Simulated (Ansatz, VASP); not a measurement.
## Ir: VASP beside Ansatz

The input INCAR:

```
SYSTEM = Ir
ALGO = Normal ; EDIFF = 1E-6
ENCUT = 520 ; GGA = PE
ISIF = 2 ; ISMEAR = -1
LASPH = .True. ; LCHARG = .True.
LELF = .True. ; LREAL = .False.
LVHAR = .True. ; LWAVE = .False.
NBANDS = 16 ; NELM = 100
PREC = Accurate ; SIGMA = 0.1
```

File KPOINTS:

```
k-points
0
Gamma
  11 11 11
  0 0 0
```

Contents of POSCAR:

```
Ir
1.0
    0.0000000000      2.7087342105      2.7087342105
    2.7087342105      0.0000000000      2.7087342105
    2.7087342105      2.7087342105      0.0000000000
Ir
2
Direct
    0.1250000000      0.1250000000      0.1250000000
    0.8750000000      0.8750000000      0.8750000000
```

Input for Ansatz:

```yaml
crystal:
  lattice:
    - [0.0, 2.7087342105, 2.7087342105]
    - [2.7087342105, 0.0, 2.7087342105]
    - [2.7087342105, 2.7087342105, 0.0]
  atoms:
    - { symbol: Ir, position: [0.125, 0.125, 0.125] }
    - { symbol: Ir, position: [0.875, 0.875, 0.875] }
hamiltonian:
  xc: pbe
  pseudopotentials:
    kind: paw
    azcp:
      Ir: "pseudopotentials/Ir.paw.azcp"
basis:
  ecutwfc: 420
  fft_grid_basis: typed
kpoints:
  mp_grid: { grid: [11, 11, 11], shift: [0, 0, 0] }
magnetization:
  spin_polarized: false
scf:
  occupations: { method: fermi_dirac, width: 0.1 }
  lower_state_search: "off"
output:
  stress: true
  write_density: true
  write_potential: true
  elf: true
  volumetric_format: npy
```

Alike in both runs: task single point; functional PBE; k mesh 11 × 11 × 11; occupations fermi-dirac, width 0.1 eV; no spin polarisation.

```csv
,VASP,Ansatz
version,VASP 6.6.1,Ansatz 0.2.0
potentials or method,"VASP PAW PBE potentials, release 64 (Ir), cutoff 520 eV","plane waves (420 eV) with PAW, scalar-relativistic"
valence electrons in the cell,18,34
```

Ansatz gave:

```
pressure (GPa) : 18.8
```

Q: What did VASP give for the same quantities?

A: Pressure (GPa): 17.9.

With one functional, cell and mesh, what is left measures potentials, basis and numerics. VASP's potentials hold 18 valence electrons a cell and Ansatz's 34, so a difference there can come from the potentials and not from the codes.

Spin-orbit coupling is off throughout.
